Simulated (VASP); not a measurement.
Set up this calculation in VASP 6.6.1, as the native input.

```yaml
Task: single point
Functional: LDA
Potentials_or_basis: VASP PAW LDA potentials, release 64 (Si, C)
Cutoff: 520 eV
k_mesh: 12 × 12 × 12
Occupations: gaussian, width 0.05 eV
Spin: no spin polarisation
Dipole_correction: no
Further_INCAR_settings: ALGO = Normal; EDIFF = 1e-06; NBANDS = 11
```

The structure of SiC lies in POSCAR:

```
SiC
1.0
    0.0000000000      2.1740000000      2.1740000000
    2.1740000000      0.0000000000      2.1740000000
    2.1740000000      2.1740000000      0.0000000000
Si C
1 1
Direct
    0.0813140273      0.0000000000      0.0000000000
    0.7500000000      0.7500000000      0.7500000000
```

This cell differs from its parent crystal: all Si atoms moved -0.250 Å, as atom 1 towards its neighbour atom 1 (Si) at 3.075 Å.

These files were run (other wordings do the same):

INCAR

```
ALGO     = Normal         # electronic algorithm
EDIFF    = 1E-6           # SCF threshold, eV
ENCUT    = 520            # plane-wave cutoff, eV
ISIF     = 2              # what is computed and relaxed
ISMEAR   = 0              # smearing method
LASPH    = True           # aspherical terms in the spheres
LCHARG   = True           # write CHGCAR
LELF     = True           # ELF
LREAL    = False          # projectors in reciprocal space
LVHAR    = True         
LWAVE    = False          # write WAVECAR
NBANDS   = 11             # bands
NELM     = 80             # most SCF steps
PREC     = Accurate       # precision mode
SIGMA    = 0.05           # smearing width, eV
```

KPOINTS

```
k-points
0
Gamma
  12 12 12
```

Potentials or basis: VASP PAW LDA potentials, release 64 (Si, C).

The run is started by

```sh
$ cat potpaw_LDA.64/Si/POTCAR potpaw_LDA.64/C/POTCAR > POTCAR
$ mpirun -np 1 vasp_std > vasp.out
```

Results of the run:

| Property | Result |
| --- | --- |
| Pressure | 5.2 GPa |
| Largest force | 5.477 eV/Å |
| Band gap on the k mesh | 0.17 eV (least direct gap 3.96 eV) |

Caveat: the cell differs from its parent crystal (all Si atoms moved -0.250 Å, as atom 1 towards its neighbour atom 1 (Si) at 3.075 Å); the cell stands under pressure; forces of over 1 eV/Å act on the atoms, so gaps and moduli don't describe the material at rest.

Run time: 100 s on 1 thread of Intel Xeon 8259CL (shared host), peak memory 0.21 GiB.
